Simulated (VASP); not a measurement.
## Be: single point with PBEsol

The system is Be.

```
Be
1.0
     2.62218    0.00000    0.00000
     0.00000    2.62218    0.00000
     0.00000    0.00000    2.62218
Be
1
Cartesian
  0.0000 0.0000 0.0000
```

This cell differs from its parent crystal: Ca replaced by Be, lengths x 0.727, strained.

| Item | Value |
| --- | --- |
| Program | VASP 6.6.1 |
| Task | single point |
| Functional | PBEsol |
| Potentials or basis | VASP PAW PBE potentials, release 64 (Be) |
| Cutoff | 520 eV |
| k mesh | 16 × 16 × 16 |
| Occupations | gaussian, width 0.1 eV |
| Spin | no spin polarisation |
| Dipole correction | no |
| Further INCAR settings | ALGO = Normal; EDIFF = 1e-06; NBANDS = 7 |

```yaml
Pressure: -16.3 GPa
Band_gap_on_the_k_mesh: zero (bands 1 and 2 overlap by 5.73 eV)
```

Levels at points of the mesh, in eV from the Fermi level:
```
           k point  band 1  band 2  band 3  band 4  band 5
(0.00, 0.00, 0.00)   -6.87    9.03    9.03    9.03   14.10
(0.50, 0.00, 0.00)   -2.50   -2.04   11.12   11.12   17.30
(0.50, 0.50, 0.00)    0.83    0.83    3.19    5.83   12.82
(0.50, 0.50, 0.50)    3.69    3.69    3.69    9.67   10.21
```

It took 14 s on 1 thread of Intel Xeon 8259CL, with other jobs on the host, peak memory 0.13 GiB.

Caveat: the cell differs from its parent crystal (Ca replaced by Be, lengths x 0.727, strained); the cell stands under tension; the PAW data sets were made with another functional, which shifts forces and pressure a little.
